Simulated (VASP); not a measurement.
A run of VASP 6.6.1 is set up as follows.

INCAR

```
ALGO = Normal ; DIPOL = 0.5 0.5 0.321
EDIFF = 1E-7 ; EDIFFG = -0.025
ENCUT = 520 ; GGA = PE
GGA_COMPAT = F ; IBRION = 2
IDIPOL = 3 ; ISIF = 2
ISMEAR = 0 ; KPAR = 4
LASPH = T ; LCHARG = F
LDIPOL = T ; LREAL = F
LWAVE = F ; NELM = 120
NELMDL = -8 ; NELMIN = 4
NSW = 36 ; PREC = Accurate
SIGMA = 0.1
```

The input KPOINTS:

```
k-points
0
Gamma
  6 6 1
```

File POSCAR:

```
Cu12O
1.0
    5.1319544695      0.0000000000      0.0000000000
   -2.5659772347      4.4444029416      0.0000000000
    0.0000000000      0.0000000000     19.6215699228
Cu O
12 1
Selective dynamics
Direct
    0.3333333333      0.1666666667      0.2038572864  F F F
    0.3333333333      0.6666666667      0.2038572864  F F F
    0.8333333333      0.1666666667      0.2038572864  F F F
    0.8333333333      0.6666666667      0.2038572864  F F F
    0.1666666667      0.3333333333      0.3088787979  F F F
    0.1666666667      0.8333333333      0.3088787979  F F F
    0.6666666667      0.3333333333      0.3088787979  F F F
    0.6666666667      0.8333333333      0.3088787979  F F F
    0.0000000000      0.0000000000      0.4139103015  F F F
    0.0000000000      0.5000000000      0.4139103015  F F F
    0.5000000000      0.0000000000      0.4139103015  F F F
    0.5000000000      0.5000000000      0.4139103015  F F F
    0.3333333333      0.1666666667      0.4652395039  F F T
```

Potentials or basis: VASP PAW PBE potentials, release 64 (Cu, O).

Run with:

```bash
$ cat potpaw_PBE.64/Cu/POTCAR potpaw_PBE.64/O/POTCAR > POTCAR
$ mpirun -np 4 vasp_std > vasp.out
```

(1) What does it give for the energy gained by relaxing?

(2) Predict the band gap on the k mesh.

Answers

(1) 15.5 meV/atom.

(2) zero (bands 69 and 70 overlap by 0.19 eV).
